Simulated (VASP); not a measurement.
# Zn (Im-3m) in VASP: single point with PBE

Aim: the single point of Zn with PBE.

Everything below comes from runs of VASP 6.6.1. Logs are shortened: lines on timing, memory, paths and dates and some standing lists are left out, and cuts for length are marked.

### 1 The cell of the first run

The structure is cubic, space group Im-3m (No. 229). The conventional cell has a = 3.120 Å, b = 3.120 Å, c = 3.120 Å, α = 90.00°, β = 90.00°, γ = 90.00°. Zn (site symmetry m-3m) has 14 Zn at 2.70 to 3.12 Å within 3.6 Å.

### 2 Single point, PBE

Input file INCAR:

```
SYSTEM = Zn
  ALGO = Normal
  EDIFF = 1E-6
  ENCUT = 500
  GGA = PE
  GGA_COMPAT = .FALSE.
  ISIF = 2
  ISMEAR = 0
  LASPH = .TRUE.
  LCHARG = .FALSE.
  LREAL = .FALSE.
  LWAVE = .FALSE.
  NBANDS = 12
  NELM = 120
  PREC = Accurate
  SIGMA = 0.05
```

Input file KPOINTS:

```
k-points
0
G
  8 8 8
  0 0 0
```

Input file POSCAR:

```
Zn
1.0
   -1.5600287635      1.5600287635      1.5600287635
    1.5600287635     -1.5600287635      1.5600287635
    1.5600287635      1.5600287635     -1.5600287635
Zn
1
Direct
    0.0000000000      0.0000000000      0.0000000000
```

Potentials or basis: VASP PAW PBE potentials, release 64 (Zn).

Started as:

```console
$ cat potpaw_PBE.64/Zn/POTCAR > POTCAR
$ mpirun -np 1 vasp_std > vasp.out
```

OUTCAR:

```text
SYSTEM = Zn
   EDIFF = 1E-6
   ENCUT = 500
   GGA = PE
   ISIF = 2
   ISMEAR = 0
   LASPH = .TRUE.
   LREAL = .FALSE.
   NELM = 120
   PREC = Accurate

 ion  position               nearest neighbor table
   1  0.000  0.000  0.000-

  LATTYP: Found a body centered cubic cell.
 ALAT       =     3.1200575270

  Lattice vectors:

 A1 = (  -1.5600287635,   1.5600287635,   1.5600287635)
 A2 = (   1.5600287635,  -1.5600287635,   1.5600287635)
 A3 = (   1.5600287635,   1.5600287635,  -1.5600287635)

Analysis of symmetry for initial positions (statically):
=====================================================================
 Subroutine PRICEL returns:
 Original cell was already a primitive cell.

 Routine SETGRP: Setting up the symmetry group for a
 body centered cubic supercell.

 Subroutine GETGRP returns: Found 48 space group operations
[... 9 lines left out ...]

 Routine SETGRP: Setting up the symmetry group for a
 body centered cubic supercell.

 Subroutine GETGRP returns: Found 48 space group operations
[... 11 lines left out ...]
                                     Primitive cell

  volume of cell :      15.1865

  direct lattice vectors                    reciprocal lattice vectors
    -1.560028764  1.560028764  1.560028764     0.000000000  0.320506911  0.320506911
     1.560028764 -1.560028764  1.560028764     0.320506911  0.000000000  0.320506911
     1.560028764  1.560028764 -1.560028764     0.320506911  0.320506911  0.000000000

  length of vectors
     2.702049080  2.702049080  2.702049080     0.453265220  0.453265220  0.453265220

  position of ions in fractional coordinates (direct lattice)
     0.000000000  0.000000000  0.000000000

  ion indices of the primitive-cell ions
   primitive index   ion index
                 1           1

----------------------------------------------------------------------------------------

 KPOINTS: k-points

Automatic generation of k-mesh.
 Grid dimensions read from file:
 generate k-points for:    8    8    8

 Generating k-lattice:

  Cartesian coordinates                     Fractional coordinates (reciprocal lattice)
     0.000000000  0.040063364  0.040063364     0.125000000  0.000000000  0.000000000
     0.040063364  0.000000000  0.040063364     0.000000000  0.125000000  0.000000000
     0.040063364  0.040063364  0.000000000     0.000000000  0.000000000  0.125000000

  Length of vectors
     0.056658153  0.056658153  0.056658153

[... 57 lines left out ...]
   IBRION =     -1    ionic relax: 0-MD 1-quasi-New 2-CG
   NFREE  =      0    steps in history (QN), initial steepest desc. (CG)
   ISIF   =      2    stress and relaxation
   ISYM   =      2    0-nonsym 1-usesym 2-fastsym
   POTIM  = 0.5000    time-step for ionic-motion
   TEBEG  =    0.0;   TEEND  =   0.0 temperature during run
   PSTRESS=    0.0 pullay stress
   NELECT =      12.0000    total number of electrons
   NUPDOWN=      -1.0000    fix difference up-down
   EMIN   =  10.00;   EMAX   =-10.00  energy-range for DOS
   EFERMI =   0.00;   METHOD = LEGACY
   ISMEAR =     0;   SIGMA  =   0.05  broadening in eV -4-tet -1-fermi 0-gaus
   EFERMI_NEDOS =   21; number of points for ismear=-14 and -15
   IALGO  =     38    algorithm
   IMIX   =      4    mixing-type and parameters
     AMIX     =   0.40;   BMIX     =  1.00
     AMIX_MAG =   1.60;   BMIX_MAG =  1.00
  volume/ion in A,a.u.               =      15.19       102.48
  Fermi-wavevector in a.u.,A,eV,Ry     =   1.513501  2.860102 31.166655  2.290685
  Thomas-Fermi vector in A             =   2.623283
   LORBIT       =      0    0 simple, 1 ext, 2 COOP (PROOUT), +10 PAW based schemes
   GGA     = PE    functional components
   LHFCALC =     F    Hartree Fock is set to
   AEXX    =    0.0000 exact exchange contribution
   IVDW    =     0    specifies the selected vdW correction
   LEPSILON=     F    determine dielectric tensor
   LRPA    =     F    only Hartree local field effects (RPA)
 non-spin polarized calculation
 Gauss-broadening in eV      SIGMA  =   0.05
  energy-cutoff  :      500.00
  volume of cell :       15.19
 maximum number of plane-waves:       402
   NGX =  9   NGY =  9   NGZ =  9

 number of electron      12.0000024 magnetization

 Free energy of the ion-electron system (eV)
  ---------------------------------------------------
  ext. energy  EPLUGINS =         0.00000000
  ---------------------------------------------------
  free energy    TOTEN  =        -1.01163524 eV

  energy without entropy =       -1.01098694  energy(sigma->0) =       -1.01131109

 E-fermi :   3.0262     XC(G=0): -11.5772

 val. band max:        2.9030621237   @ k =   0.3750   0.1250   0.1250
 cond. band min:       3.0336455193   @ k =   0.5000   0.5000   0.2500
 fundamental gap:      0.1305833956
 Fermi energy:         3.0262281579

 k-point     1 :       0.0000    0.0000    0.0000
  band No.  band energies     occupation
      1      -7.2668      2.00000
      2      -4.6085      2.00000
      3      -4.6085      2.00000
      4      -4.6085      2.00000
      5      -4.0969      2.00000
      6      -4.0969      2.00000
      7      22.4578      0.00000
      8      22.4578      0.00000
      9      22.4578      0.00000
     10      24.0740      0.00000
     11      24.0740      0.00000
     12      24.0740      0.00000
[... 331 lines left out ...]
 k-point    24 :      -0.3750    0.3750    0.2500
  band No.  band energies     occupation
      1      -4.8674      2.00000
      2      -4.7412      2.00000
      3      -4.4009      2.00000
      4      -4.2457      2.00000
      5      -3.9436      2.00000
      6      -0.1928      2.00000
      7       7.7265      0.00000
      8      10.4899      0.00000
      9      13.2030      0.00000
     10      15.9975      0.00000
     11      23.5035      0.00000
     12      26.9278      0.00000

 [... further k-points ...]

------------------------ aborting loop because EDIFF is reached ----------------------------------------

  FORCE on cell =-STRESS in cart. coord.  units (eV):
  Direction    XX          YY          ZZ          XY          YZ          ZX
  --------------------------------------------------------------------------------------
  -------------------------------------------------------------------------------------
  Total        0.0353838      0.0353838      0.0353838      0.0000000      0.0000000     -0.0000000
  in kB        3.7329908      3.7329908      3.7329908      0.0000000      0.0000000     -0.0000000
  external PRESSURE =       3.7329908 kB  Pullay stress =       0.0000000 kB

 VOLUME and BASIS-vectors are now :
 -----------------------------------------------------------------------------
  energy-cutoff  :      500.00
  volume of cell :       15.19
      direct lattice vectors                 reciprocal lattice vectors
    -1.560028764  1.560028764  1.560028764     0.000000000  0.320506911  0.320506911
     1.560028764 -1.560028764  1.560028764     0.320506911  0.000000000  0.320506911
     1.560028764  1.560028764 -1.560028764     0.320506911  0.320506911  0.000000000

 POSITION                                       TOTAL-FORCE (eV/Angst)
 -----------------------------------------------------------------------------------
      0.00000      0.00000      0.00000        -0.000000      0.000000     -0.000000
 -----------------------------------------------------------------------------------
    total drift:                                0.000000     -0.000000      0.000000

  FREE ENERGIE OF THE ION-ELECTRON SYSTEM (eV)
  ---------------------------------------------------
  free  energy   TOTEN  =        -1.0116352393 eV

  energy  without entropy=       -1.0109869395  energy(sigma->0) =       -1.01131109
```

OSZICAR:

```text
N       E                     dE             d eps       ncg     rms          rms(c)
DAV:   1     0.462225145566E+02    0.46223E+02   -0.61684E+03   696   0.151E+03
DAV:   2     0.278734915188E+00   -0.45944E+02   -0.43967E+02   728   0.224E+02
DAV:   3    -0.110822103891E+01   -0.13870E+01   -0.13851E+01   828   0.388E+01
DAV:   4    -0.111173868089E+01   -0.35176E-02   -0.35175E-02   808   0.198E+00
DAV:   5    -0.111174118987E+01   -0.25090E-05   -0.25090E-05   780   0.500E-02    0.282E+00
DAV:   6    -0.101901880359E+01    0.92722E-01   -0.49001E-01   792   0.141E+01    0.217E+00
DAV:   7    -0.101391159532E+01    0.51072E-02   -0.93960E-03   772   0.188E+00    0.110E+00
DAV:   8    -0.101162849564E+01    0.22831E-02   -0.11682E-03   864   0.488E-01    0.398E-02
DAV:   9    -0.101163598317E+01   -0.74875E-05   -0.10026E-04   936   0.146E-01    0.223E-02
DAV:  10    -0.101163523927E+01    0.74390E-06   -0.85254E-06   756   0.490E-02
   1 F= -.10116352E+01 E0= -.10113111E+01  d E =-.648300E-03
```

stdout:

```text
POSCAR found type information on POSCAR Zn
 POSCAR found :  1 types and       1 ions
 scaLAPACK will be used
 LDA part: xc-table for (Slater+PW92), standard interpolation
 POSCAR, INCAR and KPOINTS ok, starting setup
 FFT: planning ... GRIDC
 FFT: planning ... GRID_SOFT
 FFT: planning ... GRID
 WAVECAR not read
 entering main loop
```

It took 5.7 s on 1 thread of Intel Xeon 8259CL, shared host; peak memory 0.12 GiB.

What came out:

```
Free energy            : -1.0116 eV
Pressure               : 0.4 GPa
Band gap on the k mesh : zero (band 6 reaches 7.42 eV, above the bottom of band 7 at 2.24 eV)
```
